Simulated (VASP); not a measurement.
Wanted: the native input for a VASP 6.6.1 run.

```
Task                   : single point
Functional             : r2SCAN
Potentials or basis    : VASP PAW PBE potentials, release 64 (Mg, F)
Cutoff                 : 660 eV
k mesh                 : 6 × 6 × 8
Occupations            : gaussian, width 0.01 eV
Spin                   : no spin polarisation
Dipole correction      : no
Further INCAR settings : ALGO = Normal; EDIFF = 1e-06; NBANDS = 25
```

The system is MgF2.

```
Mg F
1.0
     4.62190    0.00000    0.00000
     0.00000    4.58188    0.00000
     0.00000    0.00000    3.04615
Mg F
2 4
Direct
  0.50000 0.50000 0.50000
  0.00000 0.00000 0.00000
  0.80446 0.19866 0.50000
  0.19554 0.80134 0.50000
  0.30446 0.30134 0.00000
  0.69554 0.69866 0.00000
```

This cell differs from its parent crystal: uniaxial y strain -0.9%.

These files were run (other wordings do the same):

POSCAR

```
MgF2
1.0
    4.6218997681      0.0000000000      0.0000000000
    0.0000000000      4.5818804161      0.0000000000
    0.0000000000      0.0000000000      3.0461460127
Mg F
2 4
Direct
    0.5000000000      0.5000000000      0.5000000000
    0.0000000000      0.0000000000      0.0000000000
    0.8044592280      0.1986597024      0.5000000000
    0.1955407720      0.8013402976      0.5000000000
    0.3044592280      0.3013402976      0.0000000000
    0.6955407720      0.6986597024      0.0000000000
```

INCAR.step1

```
SYSTEM = MgF2
PREC = Accurate
ENCUT = 660
ISMEAR = 0
SIGMA = 0.01
LREAL = .False.
LASPH = .True.
NELM = 120
NBANDS = 25
GGA = PE
ALGO = Normal
EDIFF = 1E-5
LWAVE = .True.
LCHARG = .False.
GGA_COMPAT = .False.
```

INCAR.step2

```
SYSTEM = MgF2
PREC = Accurate
ENCUT = 660
EDIFF = 1E-6
ISMEAR = 0
SIGMA = 0.01
LREAL = .False.
LASPH = .True.
NELM = 120
ALGO = Normal
ISIF = 2
LWAVE = .False.
LCHARG = .True.
METAGGA = R2SCAN
LMIXTAU = .True.
LELF = .True.
LVHAR = .True.
NBANDS = 25
ISTART = 1
GGA_COMPAT = .False.
```

KPOINTS

```
regular mesh
0
Gamma
  6 6 8
  0 0 0
```

Potentials or basis: VASP PAW PBE potentials, release 64 (Mg, F).

Run with:

```bash
$ cat potpaw_PBE.64/Mg/POTCAR potpaw_PBE.64/F/POTCAR > POTCAR
$ cp INCAR.step1 INCAR
$ mpirun -np 1 vasp_std > vasp.out
$ cp INCAR.step2 INCAR
$ mpirun -np 1 vasp_std > vasp.out
```

It gave:

```json
{
  "Pressure": "-0.6 GPa",
  "Largest force": "0.006 eV/Å",
  "Band gap on the k mesh": "8.09 eV"
}
```

Caveat: the cell differs from its parent crystal (uniaxial y strain -0.9%); the PAW data sets were made with another functional, which shifts forces and pressure a little.

It took 3.8 min on 1 thread of Intel(R) Xeon(R) 6975P-C (Granite Rapids), with other jobs on the host, peak memory 0.3 GiB.
